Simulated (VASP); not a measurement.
MnO, 2 atoms in the cell. The structure is cubic, space group Fm-3m (No. 225). The conventional cell has a = 4.448 Å, b = 4.448 Å, c = 4.448 Å, α = 90.00°, β = 90.00°, γ = 90.00°. Mn (site symmetry m-3m) has 6 O at 2.22 Å within 2.9 Å. O (site symmetry m-3m) has 6 Mn at 2.22 Å within 2.9 Å. 

* Program: VASP 6.6.1
* Task: single point
* Functional: LDA
* Potentials or basis: VASP PAW LDA potentials, release 64 (Mn_sv, O)
* Cutoff: 700 eV
* k mesh: 10 × 10 × 10
* Occupations: fermi-dirac, width 0.05 eV
* Spin: collinear spin, ferromagnetic start
* Starting moments: [4.0, 0.0] μB
* Dipole correction: no
* Further INCAR settings: ALGO = Normal; EDIFF = 1e-06; NBANDS = 22

Potentials or basis: VASP PAW LDA potentials, release 64 (Mn_sv, O).

Command:

```console
$ cat potpaw_LDA.64/Mn_sv/POTCAR potpaw_LDA.64/O/POTCAR > POTCAR
$ mpirun -np 1 vasp_std > vasp.out
```

Hardware: 1 thread of Intel(R) Xeon(R) Platinum 8259CL CPU @ 2.50GHz (Skylake/Cascade Lake), with other jobs on the host.

Task: How long does it take, and how much memory?

Result: Run time: 120 s on 1 thread of Intel(R) Xeon(R) Platinum 8259CL CPU @ 2.50GHz (Skylake/Cascade Lake) (shared host), peak memory 0.18 GiB. Counts: scf iterations 15, k points 47.
